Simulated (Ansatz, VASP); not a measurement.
## One calculation of La, two programs

INCAR

```
SYSTEM = La
PREC     = Accurate       ! precision mode
ENCUT    = 520            ! plane-wave cutoff, eV
EDIFF    = 1E-7           ! SCF threshold, eV
ISMEAR   = 0              ! smearing method
SIGMA    = 0.3            ! smearing width, eV
LREAL    = .FALSE.        ! projectors in reciprocal space
LASPH    = .TRUE.         ! aspherical terms in the spheres
NELM     = 60             ! most SCF steps
ALGO     = Normal         ! electronic algorithm
ISIF     = 2              ! what is computed and relaxed
LWAVE    = .FALSE.        ! write WAVECAR
LCHARG   = .FALSE.        ! write CHGCAR
GGA      = CA             ! functional
NBANDS   = 30             ! bands
```

KPOINTS

```
Automatic mesh
0
G
  10 10 3
  0 0 0
```

Contents of POSCAR:

```
La
1.0
    3.5996230182      0.0000000000      0.0000000000
   -1.7998115091      3.1173649778      0.0000000000
    0.0000000000      0.0000000000     11.5524372057
La
4
Direct
    0.0000000000      1.0000000000      0.0000000000
    1.0000000000      1.0000000000      0.5000000000
    0.3333333333      0.6666666667      0.7500000000
    0.6666666667      0.3333333333      0.2500000000
```

Input for Ansatz:

```yaml
crystal:
  lattice:
    - [3.5996230182, 0.0, 0.0]
    - [-1.7998115091, 3.1173649778, 0.0]
    - [0.0, 0.0, 11.5524372057]
  atoms:
    - { symbol: La, position: [0.0, 1.0, 0.0] }
    - { symbol: La, position: [1.0, 1.0, 0.5] }
    - { symbol: La, position: [0.3333333333, 0.6666666667, 0.75] }
    - { symbol: La, position: [0.6666666667, 0.3333333333, 0.25] }
hamiltonian:
  xc: lda
  pseudopotentials:
    kind: paw
    azcp:
      La: "pseudopotentials/La.paw.azcp"
basis:
  ecutwfc: 420
  fft_grid_basis: typed
kpoints:
  mp_grid: { grid: [10, 10, 3], shift: [0, 0, 0] }
magnetization:
  spin_polarized: false
scf:
  occupations: { method: gaussian, width: 0.3 }
  lower_state_search: "off"
output:
  stress: true
  write_density: true
  write_potential: true
  elf: true
  volumetric_format: npy
```

Alike in both runs: task single point; functional LDA; k mesh 10 × 10 × 3; occupations gaussian, width 0.3 eV; no spin polarisation.

```csv
,VASP,Ansatz
version,VASP 6.6.1,Ansatz 0.2.0
potentials or method,"VASP PAW LDA potentials, release 64 (La), cutoff 520 eV","plane waves (420 eV) with PAW, scalar-relativistic"
valence electrons in the cell,44,44
```

Ansatz gave:

| Quantity | Value |
| --- | --- |
| pressure (GPa) | 0.0 |

Q: Which values does VASP return?

A: Pressure (GPa): -0.1.

Ansatz warns that its potentials were made for another functional, while VASP's fit it. LDA's correlation is that of Perdew and Zunger in VASP and of Perdew and Wang (1992) in Ansatz.

Spin-orbit coupling is off throughout.
